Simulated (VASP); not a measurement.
# Co12Si24B (a cell with a defect) in VASP: further runs, part 2 of 2

VASP 6.6.1.

**3. Single point, PBE**

The input, INCAR:

```
ALGO = Normal
EDIFF = 1E-6
ENCUT = 520
GGA = PE
GGA_COMPAT = False
ISIF = 2
ISMEAR = 1
LASPH = True
LCHARG = False
LREAL = Auto
LWAVE = False
NBANDS = 128
NELM = 120
PREC = Accurate
SIGMA = 0.1
```

The input, KPOINTS:

```
k-points
0
Gamma
  1 1 1
```

The input, POSCAR:

```
Co12Si24B
1.0
    0.0000000000      5.3602887400      5.3602887400
    5.3602887400      0.0000000000      5.3602887400
    8.0404331200      8.0404331200      0.0000000000
Co Si B
12 24 1
Direct
    0.0073232062     -0.0009369831      0.0004308847
    0.0083508561     -0.0006781351      0.3328456266
    0.0202311863     -0.0057638686      0.6629211288
   -0.0412066422      0.5190896675      0.0059313347
    0.0097704625      0.4957879377      0.3313615648
    0.0149521796      0.4967383529      0.6638913502
    0.4923663870      0.0212604219     -0.0025368036
    0.5120453642     -0.0061951887      0.3343831060
    0.5138671877     -0.0023120956      0.6674311470
    0.4973991382      0.4976896077     -0.0034929710
    0.5013579735      0.5006878603      0.3358289858
    0.5215435466      0.4883287313      0.6729178540
    0.3804535724      0.3690491494      0.2496517252
    0.1165832720      0.1334118430      0.0840990765
    0.3811732164      0.3686375111      0.5855253604
    0.1393557393      0.1234370072      0.4159994804
    0.2964608955      0.4113242974      0.9263125368
    0.1422122085      0.1240579626      0.7496471160
    0.3773019697      0.8746893549      0.2501890719
    0.1187927612      0.6344780412      0.0835060114
    0.3849089294      0.8653164456      0.5855866133
    0.1338118215      0.6262192510      0.4168879897
    0.3771632645      0.8747230284      0.9156036609
    0.1354413046      0.6288768504      0.7445797273
    0.8706011423      0.3723427220      0.2535510798
    0.6426740549      0.1213862782      0.0836832407
    0.8883260270      0.3673111833      0.5807661018
    0.6339461669      0.1269316884      0.4184303818
    0.8774735333      0.3685959089      0.9124133477
    0.6552149838      0.1188981659      0.7466384473
    0.8825696207      0.8676693039      0.2519116781
    0.6002008765      0.6443376780      0.0849930582
    0.8835110812      0.8708209066      0.5805379425
    0.6370335005      0.6205647982      0.4197064324
    0.8764502675      0.8841789556      0.9133257364
    0.6488128100      0.6280012446      0.7466075410
    0.5919350904      0.3006644004      0.8751192747
```

Potentials or basis: VASP PAW PBE potentials, release 64 (Co, Si, B).

Started as:

```
$ cat potpaw_PBE.64/Co/POTCAR potpaw_PBE.64/Si/POTCAR potpaw_PBE.64/B/POTCAR > POTCAR
$ mpirun -np 1 vasp_gam > vasp.out
```

OUTCAR:

```text
EDIFF = 1E-6
   ENCUT = 520
   GGA = PE
   ISIF = 2
   ISMEAR = 1
   LASPH = True
   LREAL = Auto
   NELM = 120
   PREC = Accurate

 ion  position               nearest neighbor table
   1  0.007  0.999  0.000-  26 2.26  20 2.26  14 2.29  23 2.29  29 2.29  18 2.33  35 2.33  31 2.34

   2  0.008  0.999  0.333-  19 2.28  33 2.30  22 2.31  25 2.31  14 2.31  28 2.32  31 2.35  16 2.35

   3  0.020  0.994  0.663-  21 2.26  30 2.26  24 2.26  16 2.29  27 2.31  35 2.33  18 2.36  33 2.38
[... 52 lines left out ...]
                            24 2.78  32 2.87
  30  0.655  0.119  0.747-  37 2.22   3 2.26  12 2.29   7 2.34   9 2.36  35 2.53  27 2.58  33 2.67
                            15 2.77  23 2.80  17 3.07
  31  0.883  0.868  0.252-   8 2.29   5 2.30   1 2.34   2 2.35  20 2.61  26 2.64  34 2.64  22 2.67
                            14 2.68  28 2.73
  32  0.600  0.644  0.085-   4 2.22  11 2.34   7 2.34  10 2.37  23 2.56  19 2.57  13 2.66  35 2.77
                            25 2.81  29 2.87
  33  0.884  0.871  0.581-   9 2.29   2 2.30   6 2.32   3 2.38  36 2.56  22 2.63  28 2.64  30 2.67
                            24 2.67  16 2.73
  34  0.637  0.621  0.420-   5 2.31   8 2.31  12 2.35  11 2.36  31 2.64  27 2.64  21 2.65  25 2.67
                            15 2.72  19 2.76
  35  0.876  0.884  0.913-   4 2.27   3 2.33   1 2.33   7 2.38  30 2.53  26 2.64  20 2.67  18 2.71
                            24 2.73  32 2.77
  36  0.649  0.628  0.747-   6 2.27   9 2.29  37 2.30  10 2.33  12 2.34  33 2.56  29 2.56  23 2.69
                            21 2.71  27 2.73  17 3.10
  37  0.592  0.301  0.875-  17 1.83   7 2.14  10 2.16  26 2.19  12 2.19  30 2.22  36 2.30

  LATTYP: Found a face centered orthorhombic cell.
 ALAT       =     7.5805930343
 B/A-ratio  =     1.7320508076
 C/A-ratio  =     2.4494897458

  Lattice vectors:

 A1 = (   8.0404331200,   8.0404331200,   0.0000000000)
 A2 = (   2.6801443800,   8.0404331200,  -5.3602887400)
 A3 = (   0.0000000000,   5.3602887400,   5.3602887400)

Analysis of symmetry for initial positions (statically):
=====================================================================
 Subroutine PRICEL returns:
 Original cell was already a primitive cell.

 Routine SETGRP: Setting up the symmetry group for a
 face centered orthorhombic supercell.

 Subroutine GETGRP returns: Found  1 space group operations
 (whereof  1 operations were pure point group operations)
 out of a pool of  8 trial point group operations.

The static configuration has the point symmetry C_1 .

Analysis of symmetry for dynamics (positions and initial velocities):
=====================================================================
 Subroutine PRICEL returns:
 Original cell was already a primitive cell.

 Routine SETGRP: Setting up the symmetry group for a
 face centered orthorhombic supercell.

 Subroutine GETGRP returns: Found  1 space group operations
 (whereof  1 operations were pure point group operations)
 out of a pool of  8 trial point group operations.

The dynamic configuration has the point symmetry C_1 .

 Subroutine INISYM returns: Found  1 space group operations
 (whereof  1 operations are pure point group operations),
 and found     1 'primitive' translations

----------------------------------------------------------------------------------------

                                     Primitive cell

[... 115 lines left out ...]
 Following reciprocal coordinates:
            Coordinates               Weight
  0.000000  0.000000  0.000000      1.000000
   k-points           NKPTS =      1   k-points in BZ     NKDIM =      1   number of bands    NBANDS=    128
   number of dos      NEDOS =    301   number of ions     NIONS =     37
   total plane-waves  NPLWV = 282240
   dimension x,y,z NGX =    56 NGY =   56 NGZ =   90
   dimension x,y,z NGXF=   112 NGYF=  112 NGZF=  180
   ions per type =              12  24   1
   NGX,Y,Z   is equivalent  to a cutoff of  12.28, 12.28, 13.16 a.u.
   NGXF,Y,Z  is equivalent  to a cutoff of  24.56, 24.56, 26.32 a.u.
 SYSTEM =  unknown system
   PREC   = accura    normal or accurate (medium, high low for compatibility)
   ISTART =      0    job   : 0-new  1-cont  2-samecut
   ICHARG =      2    charge: 1-file 2-atom 10-const
   ISPIN  =      1    spin polarized calculation?
   LNONCOLLINEAR =      F non collinear calculations
   LSORBIT =      F    spin-orbit coupling
   LASPH  =      T    aspherical Exc in radial PAW
   ENCUT  =  520.0 eV  38.22 Ry    6.18 a.u.  14.09 14.09 21.14*2*pi/ulx,y,z
   NELM   =    120;   NELMIN=  2; NELMDL= -5     # of ELM steps
   EDIFF  = 0.1E-05   stopping-criterion for ELM
   LREAL  =      T    real-space projection
   EDIFFG = 0.1E-04   stopping-criterion for IOM
   NSW    =      0    number of steps for IOM
   IBRION =     -1    ionic relax: 0-MD 1-quasi-New 2-CG
   NFREE  =      0    steps in history (QN), initial steepest desc. (CG)
   ISIF   =      2    stress and relaxation
   ISYM   =      2    0-nonsym 1-usesym 2-fastsym
   POTIM  = 0.5000    time-step for ionic-motion
   TEBEG  =    0.0;   TEEND  =   0.0 temperature during run
   PSTRESS=    0.0 pullay stress
   NELECT =     207.0000    total number of electrons
   NUPDOWN=      -1.0000    fix difference up-down
   EMIN   =  10.00;   EMAX   =-10.00  energy-range for DOS
   EFERMI =   0.00;   METHOD = LEGACY
   ISMEAR =     1;   SIGMA  =   0.10  broadening in eV -4-tet -1-fermi 0-gaus
   EFERMI_NEDOS =   21; number of points for ismear=-14 and -15
   IALGO  =     38    algorithm
   IMIX   =      4    mixing-type and parameters
     AMIX     =   0.40;   BMIX     =  1.00
     AMIX_MAG =   1.60;   BMIX_MAG =  1.00
  volume/ion in A,a.u.               =      12.49        84.27
  Fermi-wavevector in a.u.,A,eV,Ry     =   1.252669  2.367201 21.349986  1.569180
  Thomas-Fermi vector in A             =   2.386558
   LORBIT       =      0    0 simple, 1 ext, 2 COOP (PROOUT), +10 PAW based schemes
   GGA     = PE    functional components
   LHFCALC =     F    Hartree Fock is set to
   AEXX    =    0.0000 exact exchange contribution
   IVDW    =     0    specifies the selected vdW correction
   LEPSILON=     F    determine dielectric tensor
   LRPA    =     F    only Hartree local field effects (RPA)
 non-spin polarized calculation
 Methfessel and Paxton  Order N= 1 SIGMA  =   0.10
  energy-cutoff  :      520.00
  volume of cell :      462.05
 maximum number of plane-waves:      6237
   NGX = 29   NGY = 29   NGZ = 43

 number of electron     207.0000009 magnetization

 Free energy of the ion-electron system (eV)
  ---------------------------------------------------
  ext. energy  EPLUGINS =         0.00000000
  ---------------------------------------------------
  free energy    TOTEN  =      -233.00037628 eV

  energy without entropy =     -232.97991781  energy(sigma->0) =     -232.99355679

 E-fermi :  10.4961     XC(G=0): -11.8025

 val. band max:       10.3127557554   @ k =   0.0000   0.0000   0.0000
 cond. band min:      10.4971712169   @ k =   0.0000   0.0000   0.0000
 fundamental gap:      0.1844154615
 Fermi energy:        10.4961409381

 k-point     1 :       0.0000    0.0000    0.0000
  band No.  band energies     occupation
      1      -3.1481      2.00000
      2      -1.6269      2.00000
      3      -1.3585      2.00000
      4      -0.2383      2.00000
      5      -0.1318      2.00000
      6       0.1016      2.00000
[... 107 lines left out ...]
    114      12.3081     -0.00000
    115      12.5181      0.00000
 [bands above 115 left out]

------------------------ aborting loop because EDIFF is reached ----------------------------------------

  FORCE on cell =-STRESS in cart. coord.  units (eV):
  Direction    XX          YY          ZZ          XY          YZ          ZX
  --------------------------------------------------------------------------------------
  -------------------------------------------------------------------------------------
  Total        2.8038134      7.8787112     -1.4068600    -13.4616426      2.8533379    -11.8018548
  in kB        9.7224087     27.3199534     -4.8783805    -46.6791383      9.8941385    -40.9237141
  external PRESSURE =      10.7213272 kB  Pullay stress =       0.0000000 kB

 VOLUME and BASIS-vectors are now :
 -----------------------------------------------------------------------------
  energy-cutoff  :      520.00
  volume of cell :      462.05
      direct lattice vectors                 reciprocal lattice vectors
     0.000000000  5.360288740  5.360288740    -0.093278557  0.093278557  0.093278557
     5.360288740  0.000000000  5.360288740     0.093278557 -0.093278557  0.093278557
     8.040433120  8.040433120  0.000000000     0.062185705  0.062185705 -0.062185705

 POSITION                                       TOTAL-FORCE (eV/Angst)
 -----------------------------------------------------------------------------------
      5.35873      0.04272      5.39452         0.004040      0.003853     -0.002607
      8.03288      2.72099      5.40142        -0.004694      0.002270     -0.001753
     10.65957      5.43862      5.43784        -0.001373     -0.001873      0.004377
      2.83016      5.18710      7.92188         0.024767     -0.019635     -0.020202
      5.32186      2.71666      2.70994         0.000132      0.006902      0.002731
      8.00064      5.41812      2.74281        -0.006189     -0.004386      0.002143
[... 29 lines left out ...]
      9.36932      9.48087      6.84409        -0.002805      0.004777     -0.006684
      8.64799     10.20928      4.78459        -0.006241      0.016176      0.013794
 -----------------------------------------------------------------------------------
    total drift:                                0.004789     -0.002873      0.001391

  FREE ENERGIE OF THE ION-ELECTRON SYSTEM (eV)
  ---------------------------------------------------
  free  energy   TOTEN  =      -233.0003762807 eV

  energy  without entropy=     -232.9799178074  energy(sigma->0) =     -232.99355679
```

Wall time 8.3 min (1 thread of Intel Xeon 8259CL, shared host); peak memory 0.59 GiB.

What came out:

```yaml
Free_energy: -233.0004 eV
Pressure: 1.1 GPa
Largest_force: 0.038 eV/Å
Band_gap_on_the_k_mesh: zero (an odd number of electrons rules out a gap without spin polarisation)
```

Forces on the atoms (eV/Å):
```
Co   0.004  0.004 -0.003
Co  -0.005  0.002 -0.002
Co  -0.001 -0.002  0.004
Co   0.025 -0.020 -0.020
Co   0.000  0.007  0.003
Co  -0.006 -0.004  0.002
Co   0.001  0.007 -0.007
Co  -0.002  0.001 -0.003
Co   0.000  0.004  0.005
Co   0.020  0.005  0.004
Co  -0.001  0.003 -0.004
Co  -0.009 -0.018  0.006
Si  -0.008 -0.002 -0.001
Si   0.001 -0.007  0.014
Si   0.005  0.000 -0.007
Si   0.006  0.000  0.011
Si  -0.006 -0.011 -0.010
Si   0.011 -0.004  0.000
Si  -0.003  0.001 -0.002
Si  -0.004 -0.008  0.002
Si  -0.006  0.005 -0.009
Si   0.007  0.001  0.005
Si  -0.003  0.004 -0.008
Si  -0.002  0.016  0.005
Si  -0.006  0.001  0.000
Si  -0.006 -0.014  0.013
Si  -0.007  0.001 -0.003
Si   0.005  0.004  0.004
Si  -0.009 -0.002 -0.011
Si   0.014  0.012  0.009
Si  -0.012  0.003 -0.004
Si   0.000  0.001  0.006
Si  -0.005 -0.005 -0.010
Si   0.007  0.003  0.007
Si   0.006 -0.007 -0.004
Si  -0.003  0.005 -0.007
B   -0.006  0.016  0.014
```

Levels at points of the mesh, in eV from the Fermi level:
```tsv
k point	band 99	band 100	band 101	band 102	band 103	band 104	band 105	band 106	band 107	band 108
(0.00, 0.00, 0.00)	-0.89	-0.79	-0.71	-0.53	-0.18	0.00	0.22	0.32	0.54	1.08
```

Caveat: the k points lie up to 1.02 Å⁻¹ apart, too coarse for converged energies and pressures of a metal; the run has no spin polarisation, though such a crystal can be magnetic.

The gap in the log of VASP goes by the Fermi energy; the results here count the filled bands.